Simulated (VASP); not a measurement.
# Au (Fm-3m) in VASP: further runs

Au is run at these levels: PBEsol; tasks: single point.

Program: VASP 6.6.1. These are calculated values, not measurements. Logs are shortened: lines on timing, memory, paths and dates and some standing lists are left out, and cuts for length are marked.

### 1 The cell of the first run

It takes space group Fm-3m (No. 225, cubic). Conventional cell: a = 4.080 Å, b = 4.080 Å, c = 4.080 Å, α = 90.00°, β = 90.00°, γ = 90.00°. Within 3.8 Å of Au (site symmetry m-3m) lie 12 Au at 2.88 Å.

### 2 Single point, PBEsol

INCAR

```
PREC = Accurate
ENCUT = 500
EDIFF = 1E-6
ISMEAR = 0
SIGMA = 0.05
LREAL = False
LASPH = True
NELM = 120
ALGO = Normal
ISIF = 2
LWAVE = False
LCHARG = False
GGA = PS
NBANDS = 12
GGA_COMPAT = False
```

KPOINTS

```
regular mesh
0
Gamma
  14 14 14
```

POSCAR

```
Au
1.0
    0.0000000000      2.0400000000      2.0400000000
    2.0400000000      0.0000000000      2.0400000000
    2.0400000000      2.0400000000      0.0000000000
Au
1
Direct
    0.0000000000      0.0000000000      0.0000000000
```

Potentials or basis: VASP PAW PBE potentials, release 64 (Au).

Started as:

```sh
$ cat potpaw_PBE.64/Au/POTCAR > POTCAR
$ mpirun -np 1 vasp_std > vasp.out
```

OUTCAR:

```text
PREC = Accurate
   ENCUT = 500
   EDIFF = 1E-6
   ISMEAR = 0
   LREAL = False
   LASPH = True
   NELM = 120
   ISIF = 2
   GGA = PS

 ion  position               nearest neighbor table
   1  0.000  0.000  0.000-

  LATTYP: Found a face centered cubic cell.
 ALAT       =     4.0800000000

  Lattice vectors:

 A1 = (   0.0000000000,   2.0400000000,   2.0400000000)
 A2 = (   2.0400000000,   0.0000000000,   2.0400000000)
 A3 = (   2.0400000000,   2.0400000000,   0.0000000000)

Analysis of symmetry for initial positions (statically):
=====================================================================
 Subroutine PRICEL returns:
 Original cell was already a primitive cell.

 Routine SETGRP: Setting up the symmetry group for a
 face centered cubic supercell.

 Subroutine GETGRP returns: Found 48 space group operations
 (whereof 48 operations were pure point group operations)
 out of a pool of 48 trial point group operations.

The static configuration has the point symmetry O_h .

Analysis of symmetry for dynamics (positions and initial velocities):
=====================================================================
 Subroutine PRICEL returns:
 Original cell was already a primitive cell.

 Routine SETGRP: Setting up the symmetry group for a
 face centered cubic supercell.

 Subroutine GETGRP returns: Found 48 space group operations
 (whereof 48 operations were pure point group operations)
 out of a pool of 48 trial point group operations.

The dynamic configuration has the point symmetry O_h .

 Subroutine INISYM returns: Found 48 space group operations
 (whereof 48 operations are pure point group operations),
 and found     1 'primitive' translations

----------------------------------------------------------------------------------------

                                     Primitive cell

  volume of cell :      16.9793

  direct lattice vectors                    reciprocal lattice vectors
     0.000000000  2.040000000  2.040000000    -0.245098039  0.245098039  0.245098039
     2.040000000  0.000000000  2.040000000     0.245098039 -0.245098039  0.245098039
     2.040000000  2.040000000  0.000000000     0.245098039  0.245098039 -0.245098039

  length of vectors
     2.884995667  2.884995667  2.884995667     0.424522257  0.424522257  0.424522257

  position of ions in fractional coordinates (direct lattice)
     0.000000000  0.000000000  0.000000000

  ion indices of the primitive-cell ions
   primitive index   ion index
                 1           1

----------------------------------------------------------------------------------------

 KPOINTS: regular mesh

Automatic generation of k-mesh.
 Grid dimensions read from file:
 generate k-points for:   14   14   14

 Generating k-lattice:

  Cartesian coordinates                     Fractional coordinates (reciprocal lattice)
    -0.017507003  0.017507003  0.017507003     0.071428571  0.000000000  0.000000000
     0.017507003 -0.017507003  0.017507003     0.000000000  0.071428571  0.000000000
     0.017507003  0.017507003 -0.017507003     0.000000000  0.000000000  0.071428571

  Length of vectors
     0.030323018  0.030323018  0.030323018

  Shift w.r.t. Gamma in fractional coordinates (k-lattice)
     0.000000000  0.000000000  0.000000000

 Subroutine IBZKPT returns following result:
 ===========================================

 Found    104 irreducible k-points:

 Following reciprocal coordinates:
            Coordinates               Weight
  0.000000  0.000000  0.000000      1.000000
  0.071429  0.000000  0.000000      8.000000
  0.142857  0.000000  0.000000      8.000000
  0.214286  0.000000  0.000000      8.000000
  0.285714  0.000000  0.000000      8.000000
  0.357143  0.000000  0.000000      8.000000
[... 16 lines left out ...]
  0.214286  0.142857  0.000000     24.000000
  0.285714  0.142857  0.000000     24.000000
 [... further k-points ...]
   k-points           NKPTS =    104   k-points in BZ     NKDIM =    104   number of bands    NBANDS=     12
   number of dos      NEDOS =    301   number of ions     NIONS =      1
   total plane-waves  NPLWV =  13824
   dimension x,y,z NGX =    24 NGY =   24 NGZ =   24
   dimension x,y,z NGXF=    48 NGYF=   48 NGZF=   48
   ions per type =               1
   NGX,Y,Z   is equivalent  to a cutoff of  13.83, 13.83, 13.83 a.u.
   NGXF,Y,Z  is equivalent  to a cutoff of  27.66, 27.66, 27.66 a.u.
 SYSTEM =  unknown system
   PREC   = accura    normal or accurate (medium, high low for compatibility)
   ISTART =      0    job   : 0-new  1-cont  2-samecut
   ICHARG =      2    charge: 1-file 2-atom 10-const
   ISPIN  =      1    spin polarized calculation?
   LNONCOLLINEAR =      F non collinear calculations
   LSORBIT =      F    spin-orbit coupling
   LASPH  =      T    aspherical Exc in radial PAW
   ENCUT  =  500.0 eV  36.75 Ry    6.06 a.u.   5.26  5.26  5.26*2*pi/ulx,y,z
   NELM   =    120;   NELMIN=  2; NELMDL= -5     # of ELM steps
   EDIFF  = 0.1E-05   stopping-criterion for ELM
   LREAL  =      F    real-space projection
   EDIFFG = 0.1E-04   stopping-criterion for IOM
   NSW    =      0    number of steps for IOM
   IBRION =     -1    ionic relax: 0-MD 1-quasi-New 2-CG
   NFREE  =      0    steps in history (QN), initial steepest desc. (CG)
   ISIF   =      2    stress and relaxation
   ISYM   =      2    0-nonsym 1-usesym 2-fastsym
   POTIM  = 0.5000    time-step for ionic-motion
   TEBEG  =    0.0;   TEEND  =   0.0 temperature during run
   PSTRESS=    0.0 pullay stress
   NELECT =      11.0000    total number of electrons
   NUPDOWN=      -1.0000    fix difference up-down
   EMIN   =  10.00;   EMAX   =-10.00  energy-range for DOS
   EFERMI =   0.00;   METHOD = LEGACY
   ISMEAR =     0;   SIGMA  =   0.05  broadening in eV -4-tet -1-fermi 0-gaus
   EFERMI_NEDOS =   21; number of points for ismear=-14 and -15
   IALGO  =     38    algorithm
   IMIX   =      4    mixing-type and parameters
     AMIX     =   0.40;   BMIX     =  1.00
     AMIX_MAG =   1.60;   BMIX_MAG =  1.00
  volume/ion in A,a.u.               =      16.98       114.58
  Fermi-wavevector in a.u.,A,eV,Ry     =   1.416551  2.676893 27.301680  2.006617
  Thomas-Fermi vector in A             =   2.537874
   LORBIT       =      0    0 simple, 1 ext, 2 COOP (PROOUT), +10 PAW based schemes
   GGA     = PS    functional components
   LHFCALC =     F    Hartree Fock is set to
   AEXX    =    0.0000 exact exchange contribution
   IVDW    =     0    specifies the selected vdW correction
   LEPSILON=     F    determine dielectric tensor
   LRPA    =     F    only Hartree local field effects (RPA)
 non-spin polarized calculation
 Gauss-broadening in eV      SIGMA  =   0.05
  energy-cutoff  :      500.00
  volume of cell :       16.98
 maximum number of plane-waves:       444
 NGX is ok and might be reduce to    24
   NGX = 11   NGY = 11   NGZ = 11

 number of electron      11.0000000 magnetization

 Free energy of the ion-electron system (eV)
  ---------------------------------------------------
  ext. energy  EPLUGINS =         0.00000000
  ---------------------------------------------------
  free energy    TOTEN  =        -3.92196984 eV

  energy without entropy =       -3.92186515  energy(sigma->0) =       -3.92191750

 E-fermi :   9.2798     XC(G=0): -12.9069

 val. band max:        9.2123846643   @ k =   0.5000   0.2857   0.1429
 cond. band min:       9.3579289065   @ k =   0.5000   0.3571   0.1429
 fundamental gap:      0.1455442422
 Fermi energy:         9.2797791533

 k-point     1 :       0.0000    0.0000    0.0000
  band No.  band energies     occupation
      1      -0.6207      2.00000
      2       4.6397      2.00000
      3       4.6397      2.00000
      4       4.6397      2.00000
      5       6.1800      2.00000
      6       6.1800      2.00000
      7      23.8336      0.00000
      8      27.8505      0.00000
      9      27.8505      0.00000
     10      27.8505      0.00000
     11      32.7288      0.00000
     12      37.4320      0.00000

 k-point     2 :       0.0714    0.0000    0.0000
  band No.  band energies     occupation
      1      -0.4423      2.00000
      2       4.5809      2.00000
      3       4.7009      2.00000
      4       4.7009      2.00000
      5       6.1525      2.00000
      6       6.1525      2.00000
      7      24.0426      0.00000
      8      26.7464      0.00000
      9      28.0638      0.00000
     10      28.0638      0.00000
     11      33.5578      0.00000
     12      35.7120      0.00000

 k-point     3 :       0.1429    0.0000    0.0000
  band No.  band energies     occupation
      1       0.0678      2.00000
      2       4.4508      2.00000
      3       4.8428      2.00000
      4       4.8428      2.00000
      5       6.1168      2.00000
      6       6.1168      2.00000
      7      24.1575      0.00000
      8      24.9739      0.00000
      9      28.6381      0.00000
     10      28.6381      0.00000
     11      32.2897      0.00000
     12      34.5880      0.00000
[... 286 lines left out ...]
 k-point    23 :       0.2143    0.1429    0.0000
  band No.  band energies     occupation
      1       0.8787      2.00000
      2       3.9892      2.00000
      3       5.1609      2.00000
      4       5.2608      2.00000
      5       5.6913      2.00000
      6       6.5068      2.00000
      7      24.0547      0.00000
      8      25.4908      0.00000
      9      26.2969      0.00000
     10      27.4936      0.00000
     11      30.5976      0.00000
     12      33.9287      0.00000

 k-point    24 :       0.2857    0.1429    0.0000
  band No.  band energies     occupation
      1       1.6168      2.00000
      2       3.9048      2.00000
      3       4.9289      2.00000
      4       5.3372      2.00000
      5       6.2098      2.00000
      6       6.7508      2.00000
      7      21.3340      0.00000
      8      25.4341      0.00000
      9      25.7155      0.00000
     10      27.6589      0.00000
     11      30.4507      0.00000
     12      33.7681      0.00000

 [... further k-points ...]

------------------------ aborting loop because EDIFF is reached ----------------------------------------

  FORCE on cell =-STRESS in cart. coord.  units (eV):
  Direction    XX          YY          ZZ          XY          YZ          ZX
  --------------------------------------------------------------------------------------
  -------------------------------------------------------------------------------------
  Total        0.0086722      0.0086722      0.0086722      0.0000000     -0.0000000     -0.0000000
  in kB        0.8183135      0.8183135      0.8183135      0.0000000     -0.0000000     -0.0000000
  external PRESSURE =       0.8183135 kB  Pullay stress =       0.0000000 kB

 VOLUME and BASIS-vectors are now :
 -----------------------------------------------------------------------------
  energy-cutoff  :      500.00
  volume of cell :       16.98
      direct lattice vectors                 reciprocal lattice vectors
     0.000000000  2.040000000  2.040000000    -0.245098039  0.245098039  0.245098039
     2.040000000  0.000000000  2.040000000     0.245098039 -0.245098039  0.245098039
     2.040000000  2.040000000  0.000000000     0.245098039  0.245098039 -0.245098039

 POSITION                                       TOTAL-FORCE (eV/Angst)
 -----------------------------------------------------------------------------------
      0.00000      0.00000      0.00000         0.000000      0.000000      0.000000
 -----------------------------------------------------------------------------------
    total drift:                               -0.000000      0.000000      0.000000

  FREE ENERGIE OF THE ION-ELECTRON SYSTEM (eV)
  ---------------------------------------------------
  free  energy   TOTEN  =        -3.9219698417 eV

  energy  without entropy=       -3.9218651534  energy(sigma->0) =       -3.92191750
```

Run time: 30 s. Hardware: 1 thread of Intel Xeon 8259CL, shared host; peak memory 0.15 GiB.

What came out:

| Item | Value |
| --- | --- |
| Free energy | -3.9220 eV |
| Pressure | 0.1 GPa |
| Band gap on the k mesh | zero (an odd number of electrons rules out a gap without spin polarisation) |

Levels at points of the mesh, in eV from the Fermi level:
| k point | band 2 | band 3 | band 4 | band 5 | band 6 | band 7 | band 8 | band 9 | band 10 | band 11 |
| --- | --- | --- | --- | --- | --- | --- | --- | --- | --- | --- |
| (0.00, 0.00, 0.00) | -4.64 | -4.64 | -4.64 | -3.10 | -3.10 | 14.55 | 18.57 | 18.57 | 18.57 | 23.45 |
| (0.50, 0.00, 0.00) | -4.68 | -4.68 | -1.89 | -1.89 | -0.98 | 3.13 | 14.00 | 17.18 | 17.18 | 25.00 |
| (0.50, 0.50, 0.00) | -6.72 | -1.93 | -1.57 | -1.57 | 1.00 | 5.83 | 10.02 | 10.02 | 17.26 | 19.90 |

Caveat: the PAW data sets were made with another functional, which shifts forces and pressure a little; spin-orbit coupling is left out, which moves the levels of the heavy elements.

### 3 Single point, PBEsol (17.05 Å³/atom)

This run uses another cell than the first one, of 17.05 Å³/atom.

INCAR

```
  PREC = Accurate
  ENCUT = 500
  EDIFF = 1E-6
  ISMEAR = 0
  SIGMA = 0.05
  LREAL = False
  LASPH = True
  NELM = 120
  ALGO = Normal
  ISIF = 2
  LWAVE = False
  LCHARG = False
  GGA = PS
  NBANDS = 12
  GGA_COMPAT = False
```

KPOINTS is that of step 2.

POSCAR

```
Au
1.0
    0.0000000000      2.0427163814      2.0427163814
    2.0427163814      0.0000000000      2.0427163814
    2.0427163814      2.0427163814      0.0000000000
Au
1
Direct
    0.0000000000      0.0000000000      0.0000000000
```

Potentials or basis: VASP PAW PBE potentials, release 64 (Au).

Started as:

```sh
$ cat potpaw_PBE.64/Au/POTCAR > POTCAR
$ mpirun -np 1 vasp_std > vasp.out
```

Run time: 26 s. Hardware: 1 thread of Intel Xeon 8259CL, shared host; peak memory 0.15 GiB.

The run converged. Its results:

- Free energy: -3.9219 eV
- Pressure: -0.6 GPa
- Band gap on the k mesh: zero (an odd number of electrons rules out a gap without spin polarisation)

Levels at points of the mesh, in eV from the Fermi level:
```csv
k point,band 3,band 4,band 5,band 6,band 7,band 8,band 9,band 10
"(0.00, 0.00, 0.00)",-4.61,-4.61,-3.09,-3.09,14.56,18.56,18.56,18.56
"(0.50, 0.00, 0.00)",-4.65,-1.88,-1.88,-0.96,3.11,14.00,17.15,17.15
"(0.50, 0.50, 0.00)",-1.92,-1.56,-1.56,1.02,5.80,10.02,10.02,17.22
```

Caveat: the PAW data sets were made with another functional, which shifts forces and pressure a little; spin-orbit coupling is left out, which moves the levels of the heavy elements.
